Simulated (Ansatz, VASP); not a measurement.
**AlRu in VASP and in Ansatz**

The input INCAR:

```
PREC     = Accurate       # precision mode
ENCUT    = 520            # plane-wave cutoff, eV
EDIFF    = 1E-6           # SCF threshold, eV
ISMEAR   = -1             # smearing method
SIGMA    = 0.1            # smearing width, eV
LREAL    = False          # projectors in reciprocal space
LASPH    = True           # aspherical terms in the spheres
NELM     = 100            # most SCF steps
ALGO     = Normal         # electronic algorithm
ISIF     = 2              # what is computed and relaxed
LWAVE    = False          # write WAVECAR
LCHARG   = True           # write CHGCAR
GGA      = PE             # functional
LELF     = True           # ELF
LVHAR    = True         
NBANDS   = 16             # bands
```

The input KPOINTS:

```
Automatic mesh
0
Gamma
  14 14 14
```

File POSCAR:

```
AlRu
1.0
    0.0000000000      2.4928418966      2.4928418966
    2.4928418966      0.0000000000      2.4928418966
    2.4928418966      2.4928418966      0.0000000000
Ru Al
1 1
Direct
    0.0000000000      0.0000000000      0.0000000000
    0.5000000000      0.5000000000      0.5000000000
```

Input for Ansatz:

```yaml
crystal:
  lattice:
    - [0.0, 2.4928418966, 2.4928418966]
    - [2.4928418966, 0.0, 2.4928418966]
    - [2.4928418966, 2.4928418966, 0.0]
  atoms:
    - { symbol: Ru, position: [0.0, 0.0, 0.0] }
    - { symbol: Al, position: [0.5, 0.5, 0.5] }
kpoints:
  mp_grid: { grid: [14, 14, 14] }
  band_path:
    path:
      - [0.0, 0.0, 0.0]
      - [0.5, 0.0, 0.5]
      - [0.625, 0.25, 0.625]
      - [0.375, 0.375, 0.75]
      - [0.0, 0.0, 0.0]
      - [0.5, 0.5, 0.5]
      - [0.5, 0.25, 0.75]
      - [0.5, 0.0, 0.5]
    npoints: 8
scf:
  occupations: { method: fermi_dirac, width: 0.1 }
hamiltonian:
  xc: pbe
  pseudopotentials: { kind: paw }
output:
  forces: true
  stress: true
  eigenvalues: true
  populations: true
  dos: { projected: true, de: 0.2, e_range: [-14, 8] }
```

Change from the starting cell: volume scaled by 1, PAW files.

Alike in both runs: task single point; functional PBE; k mesh 14 × 14 × 14; occupations fermi-dirac, width 0.1 eV; no spin polarisation.

|  | VASP | Ansatz |
| --- | --- | --- |
| version | VASP 6.6.1 | Ansatz 0.2.0 |
| potentials or method | VASP PAW PBE potentials, release 64 (Ru_pv, Al) | PAW with Ansatz's default frozen-core files, scalar-relativistic |
| plane-wave cutoff (eV) | 520 | 420 |
| valence electrons in the cell | 17 | 19 |

|  | VASP | Ansatz | Ansatz less VASP |
| --- | --- | --- | --- |
| pressure (GPa) | 0.0 | 0.0 | -0.04 |

VASP's potentials hold 17 valence electrons a cell and Ansatz's 19, so a difference there can come from the potentials and not from the codes.
